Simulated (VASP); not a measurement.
ScAl3:

```xyz
4
Lattice="4.5204 2.6098 0.9227 -4.5204 2.6098 0.9227 0.0000 -5.2197 0.9227" Properties=species:S:1:pos:R:3 pbc="T T T"
Sc    0.0000    0.0000    1.3841
Al    0.0000   -2.6098    0.4614
Al   -2.2602    1.3049    0.4614
Al    2.2602    1.3049    0.4614
```

| Quantity | Value |
| --- | --- |
| Program | VASP 6.6.1 |
| Task | relaxation of cell and atoms |
| Functional | PBE |
| Potentials or basis | VASP PAW PBE potentials, release 64 (Sc_sv, Al) |
| Cutoff | 600 eV |
| k mesh | 6 × 6 × 6 |
| Occupations | gaussian, width 0.1 eV |
| Spin | no spin polarisation |

At the start: pressure 8.6 GPa; volume 16.33 Å³/atom.

Question: Where does the relaxation end?

Answer: Over 5 steps the energy falls by 41.3 meV/atom and the volume is 18.03 Å³/atom (+10.4 %); space group R-3m (No. 166, to 0.05 Å).

The path:
```
step  energy change (eV)  largest force (eV/Å)  pressure (GPa)  volume (Å³)
   1              0.0000                0.0000            8.57        65.32
   2             -0.1519                0.0000           -1.80        73.92
   3             -0.1641                0.0000            0.11        71.87
   4             -0.1641                0.0000           -0.03        72.00
   5             -0.1652                0.0000           -0.07        72.11
```

Final structure:
```xyz
4
Lattice="4.6784 2.7011 0.9510 -4.6784 2.7011 0.9510 0.0000 -5.4022 0.9510" Properties=species:S:1:pos:R:3 pbc="T T T"
Sc    0.0000    0.0000    1.4265
Al    0.0000   -2.7011    0.4755
Al   -2.3392    1.3505    0.4755
Al    2.3392    1.3505    0.4755
```

Caveat: the k points lie up to 0.39 Å⁻¹ apart in the final cell.
